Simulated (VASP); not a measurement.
Runs of VASP 6.6.1 on CO. The structure is that of space group P2_1 (No. 4), or close to it. The cells are those of the table. 

```tsv
cell	gap on the mesh (eV)	pressure (GPa)	largest force (eV/Å)
a = 5.953, b = 5.953, c = 12.429 Å, angles 90.0, 73.3, 90.0°, 16 atoms	5.56	1.8	1.36
a = 5.953, b = 5.953, c = 12.038 Å, angles 90.0, 81.5, 90.0°, 16 atoms	5.87	(c)	1.14
a = 5.953, b = 5.953, c = 12.141 Å, angles 90.0, 78.7, 90.0°, 16 atoms	(a)	1.7	1.24
a = 5.953, b = 5.953, c = 12.822 Å, angles 90.0, 68.2, 90.0°, 16 atoms	6.04	1.2	1.12
a = 5.953, b = 5.953, c = 11.920 Å, angles 90.0, 87.1, 90.0°, 16 atoms	6.12	(b)	1.04
a = 5.953, b = 5.953, c = 11.965 Å, angles 90.0, 84.3, 90.0°, 16 atoms	6.01	1.2	1.07
```

Alike in all rows: task single point; level PBEsol; potentials or basis VASP PAW PBE potentials, release 64 (C, O); no spin polarisation; k mesh 4 × 4 × 2; cutoff (eV) 520; smearing gaussian 0.05 eV.

Question: Fill in the values left out.

Answer: (a) 5.69; (b) 1.1; (c) 1.4.

Caveats: this functional lacks dispersion, which holds the molecules together, so the pressure and a relaxed volume are unreliable; the PAW data sets were made with another functional, which shifts forces and pressure a little.

A k mesh can miss the band edges.
